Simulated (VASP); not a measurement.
# AlCu3 (Pm-3m) in VASP: a series of runs

Runs on AlCu3. Level: PBEsol. Tasks: single point, relaxation of cell and atoms.

Program: VASP 6.6.1. These are calculated values, not measurements. Logs are shortened: lines on timing, memory, paths and dates and some standing lists are left out, and cuts for length are marked.

## Step 1: The cell of the first run

The structure is cubic, space group Pm-3m (No. 221). The conventional cell has a = 3.609 Å, b = 3.609 Å, c = 3.609 Å, α = 90.00°, β = 90.00°, γ = 90.00°. Within 3.4 Å of Al (site symmetry m-3m) lie 12 Cu at 2.55 Å. Within 3.4 Å of Cu (site symmetry 4/mmm) lie 4 Al at 2.55 Å and 8 Cu at 2.55 Å.

## Step 2: Single point, PBEsol (strained)

INCAR

```
PREC = Accurate
ENCUT = 520
EDIFF = 1E-7
ISMEAR = 0
SIGMA = 0.1
LREAL = F
LASPH = T
NELM = 60
ALGO = Normal
ISIF = 2
LWAVE = F
LCHARG = F
GGA = PS
NBANDS = 26
```

KPOINTS

```
Automatic mesh
0
Gamma
  12 12 12
```

POSCAR

```
AlCu3
1.0
    3.6093688696      0.0000000000      0.0000000000
    0.0000000000      3.6093688696      0.0000000000
    0.0000000000      0.0000000000      3.6093688696
Al Cu
1 3
Direct
    0.0000000000      0.0000000000      0.0000000000
    0.5000000000      0.5000000000      0.0000000000
    0.5000000000      0.0000000000      0.5000000000
    0.0000000000      0.5000000000      0.5000000000
```

Potentials or basis: VASP PAW PBE potentials, release 64 (Al, Cu).

On the command line:

```
$ cat potpaw_PBE.64/Al/POTCAR potpaw_PBE.64/Cu/POTCAR > POTCAR
$ mpirun -np 1 vasp_std > vasp.out
```

OUTCAR:

```text
PREC = Accurate
   ENCUT = 520
   EDIFF = 1E-7
   ISMEAR = 0
   LREAL = F
   LASPH = T
   NELM = 60
   ISIF = 2
   GGA = PS

 ion  position               nearest neighbor table
   1  0.000  0.000  0.000-   2 2.55   3 2.55   4 2.55   3 2.55   4 2.55   2 2.55   4 2.55   4 2.55
                             2 2.55   3 2.55   3 2.55   2 2.55
   2  0.500  0.500  0.000-   1 2.55   3 2.55   4 2.55   3 2.55   4 2.55   1 2.55   3 2.55   3 2.55
                             1 2.55   4 2.55   4 2.55   1 2.55
   3  0.500  0.000  0.500-   1 2.55   2 2.55   4 2.55   1 2.55   2 2.55   2 2.55   4 2.55   2 2.55
                             1 2.55   4 2.55   1 2.55   4 2.55
   4  0.000  0.500  0.500-   1 2.55   2 2.55   3 2.55   1 2.55   2 2.55   1 2.55   3 2.55   1 2.55
                             2 2.55   3 2.55   2 2.55   3 2.55

  LATTYP: Found a simple cubic cell.
 ALAT       =     3.6093688696

  Lattice vectors:

 A1 = (   3.6093688696,   0.0000000000,   0.0000000000)
 A2 = (   0.0000000000,   3.6093688696,   0.0000000000)
 A3 = (   0.0000000000,   0.0000000000,   3.6093688696)

Analysis of symmetry for initial positions (statically):
=====================================================================
 Subroutine PRICEL returns:
 Original cell was already a primitive cell.

 Routine SETGRP: Setting up the symmetry group for a
 simple cubic supercell.

 Subroutine GETGRP returns: Found 48 space group operations
 (whereof 48 operations were pure point group operations)
 out of a pool of 48 trial point group operations.

The static configuration has the point symmetry O_h .

Analysis of symmetry for dynamics (positions and initial velocities):
=====================================================================
 Subroutine PRICEL returns:
 Original cell was already a primitive cell.

 Routine SETGRP: Setting up the symmetry group for a
 simple cubic supercell.

 Subroutine GETGRP returns: Found 48 space group operations
 (whereof 48 operations were pure point group operations)
 out of a pool of 48 trial point group operations.

The dynamic configuration has the point symmetry O_h .

 Subroutine INISYM returns: Found 48 space group operations
 (whereof 48 operations are pure point group operations),
 and found     1 'primitive' translations

----------------------------------------------------------------------------------------

                                     Primitive cell

  volume of cell :      47.0212

  direct lattice vectors                    reciprocal lattice vectors
     3.609368870  0.000000000  0.000000000     0.277056748  0.000000000  0.000000000
     0.000000000  3.609368870  0.000000000     0.000000000  0.277056748  0.000000000
     0.000000000  0.000000000  3.609368870     0.000000000  0.000000000  0.277056748

  length of vectors
     3.609368870  3.609368870  3.609368870     0.277056748  0.277056748  0.277056748

  position of ions in fractional coordinates (direct lattice)
     0.000000000  0.000000000  0.000000000
     0.500000000  0.500000000  0.000000000
     0.500000000  0.000000000  0.500000000
     0.000000000  0.500000000  0.500000000

  ion indices of the primitive-cell ions
   primitive index   ion index
                 1           1
                 2           2
                 3           3
                 4           4

----------------------------------------------------------------------------------------

 KPOINTS: Automatic mesh

Automatic generation of k-mesh.
 Grid dimensions read from file:
 generate k-points for:   12   12   12

 Generating k-lattice:

  Cartesian coordinates                     Fractional coordinates (reciprocal lattice)
     0.023088062  0.000000000  0.000000000     0.083333333  0.000000000  0.000000000
     0.000000000  0.023088062  0.000000000     0.000000000  0.083333333  0.000000000
     0.000000000  0.000000000  0.023088062     0.000000000  0.000000000  0.083333333

  Length of vectors
     0.023088062  0.023088062  0.023088062

  Shift w.r.t. Gamma in fractional coordinates (k-lattice)
     0.000000000  0.000000000  0.000000000

 Subroutine IBZKPT returns following result:
 ===========================================

 Found     84 irreducible k-points:

 Following reciprocal coordinates:
            Coordinates               Weight
  0.000000  0.000000  0.000000      1.000000
  0.083333  0.000000  0.000000      6.000000
  0.166667  0.000000  0.000000      6.000000
  0.250000  0.000000  0.000000      6.000000
  0.333333  0.000000  0.000000      6.000000
  0.416667  0.000000  0.000000      6.000000
[... 16 lines left out ...]
  0.333333  0.333333  0.000000     12.000000
  0.416667  0.333333  0.000000     24.000000
 [... further k-points ...]
   k-points           NKPTS =     84   k-points in BZ     NKDIM =     84   number of bands    NBANDS=     26
   number of dos      NEDOS =    301   number of ions     NIONS =      4
   total plane-waves  NPLWV =  21952
   dimension x,y,z NGX =    28 NGY =   28 NGZ =   28
   dimension x,y,z NGXF=    56 NGYF=   56 NGZF=   56
   ions per type =               1   3
   NGX,Y,Z   is equivalent  to a cutoff of  12.90, 12.90, 12.90 a.u.
   NGXF,Y,Z  is equivalent  to a cutoff of  25.79, 25.79, 25.79 a.u.
 SYSTEM =  unknown system
   PREC   = accura    normal or accurate (medium, high low for compatibility)
   ISTART =      0    job   : 0-new  1-cont  2-samecut
   ICHARG =      2    charge: 1-file 2-atom 10-const
   ISPIN  =      1    spin polarized calculation?
   LNONCOLLINEAR =      F non collinear calculations
   LSORBIT =      F    spin-orbit coupling
   LASPH  =      T    aspherical Exc in radial PAW
   ENCUT  =  520.0 eV  38.22 Ry    6.18 a.u.   6.71  6.71  6.71*2*pi/ulx,y,z
   NELM   =     60;   NELMIN=  2; NELMDL= -5     # of ELM steps
   EDIFF  = 0.1E-06   stopping-criterion for ELM
   LREAL  =      F    real-space projection
   EDIFFG = 0.1E-05   stopping-criterion for IOM
   NSW    =      0    number of steps for IOM
   IBRION =     -1    ionic relax: 0-MD 1-quasi-New 2-CG
   NFREE  =      0    steps in history (QN), initial steepest desc. (CG)
   ISIF   =      2    stress and relaxation
   ISYM   =      2    0-nonsym 1-usesym 2-fastsym
   POTIM  = 0.5000    time-step for ionic-motion
   TEBEG  =    0.0;   TEEND  =   0.0 temperature during run
   PSTRESS=    0.0 pullay stress
   NELECT =      36.0000    total number of electrons
   NUPDOWN=      -1.0000    fix difference up-down
   EMIN   =  10.00;   EMAX   =-10.00  energy-range for DOS
   EFERMI =   0.00;   METHOD = LEGACY
   ISMEAR =     0;   SIGMA  =   0.10  broadening in eV -4-tet -1-fermi 0-gaus
   EFERMI_NEDOS =   21; number of points for ismear=-14 and -15
   IALGO  =     38    algorithm
   IMIX   =      4    mixing-type and parameters
     AMIX     =   0.40;   BMIX     =  1.00
     AMIX_MAG =   1.60;   BMIX_MAG =  1.00
  volume/ion in A,a.u.               =      11.76        79.33
  Fermi-wavevector in a.u.,A,eV,Ry     =   1.497653  2.830153 30.517365  2.242963
  Thomas-Fermi vector in A             =   2.609513
   LORBIT       =      0    0 simple, 1 ext, 2 COOP (PROOUT), +10 PAW based schemes
   GGA     = PS    functional components
   LHFCALC =     F    Hartree Fock is set to
   AEXX    =    0.0000 exact exchange contribution
   IVDW    =     0    specifies the selected vdW correction
   LEPSILON=     F    determine dielectric tensor
   LRPA    =     F    only Hartree local field effects (RPA)
 non-spin polarized calculation
 Gauss-broadening in eV      SIGMA  =   0.10
  energy-cutoff  :      520.00
  volume of cell :       47.02
 maximum number of plane-waves:      1328
 NGX is ok and might be reduce to    28
   NGX = 13   NGY = 13   NGZ = 13

 number of electron      35.9999919 magnetization

 Free energy of the ion-electron system (eV)
  ---------------------------------------------------
  ext. energy  EPLUGINS =         0.00000000
  ---------------------------------------------------
  free energy    TOTEN  =       -17.76822930 eV

  energy without entropy =      -17.76316348  energy(sigma->0) =      -17.76569639

 E-fermi :   8.8529     XC(G=0): -12.6015

 val. band max:        8.8417420212   @ k =   0.2500   0.1667   0.1667
 cond. band min:       8.9151382880   @ k =   0.1667   0.0833   0.0833
 fundamental gap:      0.0733962668
 Fermi energy:         8.8528536462

 k-point     1 :       0.0000    0.0000    0.0000
  band No.  band energies     occupation
      1      -2.0028      2.00000
      2       3.3159      2.00000
      3       3.9011      2.00000
      4       3.9011      2.00000
      5       4.1803      2.00000
      6       4.1803      2.00000
[... 18 lines left out ...]
     25      19.5528      0.00000
     26      20.8721      0.00000

 k-point     2 :       0.0833    0.0000    0.0000
  band No.  band energies     occupation
      1      -1.9207      2.00000
      2       3.3390      2.00000
      3       3.8659      2.00000
      4       3.9456      2.00000
      5       4.1925      2.00000
      6       4.1925      2.00000
[... 18 lines left out ...]
     25      19.2639      0.00000
     26      20.4246      0.00000

 k-point     3 :       0.1667    0.0000    0.0000
  band No.  band energies     occupation
      1      -1.6757      2.00000
      2       3.3687      2.00000
      3       3.7629      2.00000
      4       4.0737      2.00000
      5       4.2277      2.00000
      6       4.2277      2.00000
[... 18 lines left out ...]
     25      18.5888      0.00000
     26      19.4690      0.00000

 k-point     4 :       0.2500    0.0000    0.0000
  band No.  band energies     occupation
      1      -1.2726      2.00000
      2       3.1552      2.00000
      3       3.7350      2.00000
      4       4.2687      2.00000
      5       4.2815      2.00000
      6       4.2815      2.00000
[... 18 lines left out ...]
     25      18.1865      0.00000
     26      18.4499      0.00000
[... 496 lines left out ...]
      1       1.1064      2.00000
      2       1.7299      2.00000
      3       3.9691      2.00000
      4       4.2564      2.00000
      5       4.3669      2.00000
      6       4.5853      2.00000
[... 18 lines left out ...]
     25      18.9898      0.00000
     26      20.5514      0.00000

 k-point    23 :       0.3333    0.3333    0.0000
  band No.  band energies     occupation
      1       0.4655      2.00000
      2       3.2308      2.00000
      3       3.3305      2.00000
      4       4.2998      2.00000
      5       4.3046      2.00000
      6       4.5641      2.00000
[... 18 lines left out ...]
     25      18.5791      0.00000
     26      20.0502      0.00000

 k-point    24 :       0.4167    0.3333    0.0000
  band No.  band energies     occupation
      1       1.0666      2.00000
      2       2.6499      2.00000
      3       3.5226      2.00000
      4       4.3250      2.00000
      5       4.3398      2.00000
      6       4.6774      2.00000
[... 18 lines left out ...]
     25      18.8898      0.00000
     26      19.7761      0.00000

 [... further k-points ...]

------------------------ aborting loop because EDIFF is reached ----------------------------------------

  FORCE on cell =-STRESS in cart. coord.  units (eV):
  Direction    XX          YY          ZZ          XY          YZ          ZX
  --------------------------------------------------------------------------------------
  -------------------------------------------------------------------------------------
  Total        1.0365315      1.0365315      1.0365315     -0.0000000      0.0000000     -0.0000000
  in kB       35.3182586     35.3182586     35.3182586     -0.0000000      0.0000000     -0.0000000
  external PRESSURE =      35.3182586 kB  Pullay stress =       0.0000000 kB

 VOLUME and BASIS-vectors are now :
 -----------------------------------------------------------------------------
  energy-cutoff  :      520.00
  volume of cell :       47.02
      direct lattice vectors                 reciprocal lattice vectors
     3.609368870  0.000000000  0.000000000     0.277056748  0.000000000  0.000000000
     0.000000000  3.609368870  0.000000000     0.000000000  0.277056748  0.000000000
     0.000000000  0.000000000  3.609368870     0.000000000  0.000000000  0.277056748

 POSITION                                       TOTAL-FORCE (eV/Angst)
 -----------------------------------------------------------------------------------
      0.00000      0.00000      0.00000         0.000000      0.000000      0.000000
      1.80468      1.80468      0.00000         0.000000      0.000000      0.000000
      1.80468      0.00000      1.80468         0.000000      0.000000      0.000000
      0.00000      1.80468      1.80468         0.000000      0.000000      0.000000
 -----------------------------------------------------------------------------------
    total drift:                                0.000000      0.000000      0.000000

  FREE ENERGIE OF THE ION-ELECTRON SYSTEM (eV)
  ---------------------------------------------------
  free  energy   TOTEN  =       -17.7682292957 eV

  energy  without entropy=      -17.7631634781  energy(sigma->0) =      -17.76569639
```

Wall time 2.7 min (1 thread of Intel Xeon 8259CL, shared host); peak memory 0.22 GiB.

What came out:

```yaml
Free_energy: -17.7682 eV
Pressure: 3.5 GPa
Band_gap_on_the_k_mesh: zero (bands 18 and 19 overlap by 5.63 eV)
```

Levels at points of the mesh, in eV from the Fermi level:
```tsv
k point	band 15	band 16	band 17	band 18	band 19	band 20	band 21	band 22
(0.00, 0.00, 0.00)	-2.07	-2.07	-0.31	-0.31	-0.31	4.49	4.49	5.28
(0.50, 0.00, 0.00)	-2.92	-2.51	-2.07	3.88	3.88	3.95	3.95	4.83
(0.50, 0.50, 0.00)	-2.92	-2.80	-2.38	-1.20	-1.20	6.51	6.52	6.52
(0.50, 0.50, 0.50)	-3.00	-2.25	-2.25	-2.25	-1.51	1.45	1.84	1.84
```

Caveat: the cell differs from its parent crystal (strained); the cell stands under pressure; the PAW data sets were made with another functional, which shifts forces and pressure a little.

[end of part 1 of 2]

The gap in the log of VASP goes by the Fermi energy; the results here count the filled bands.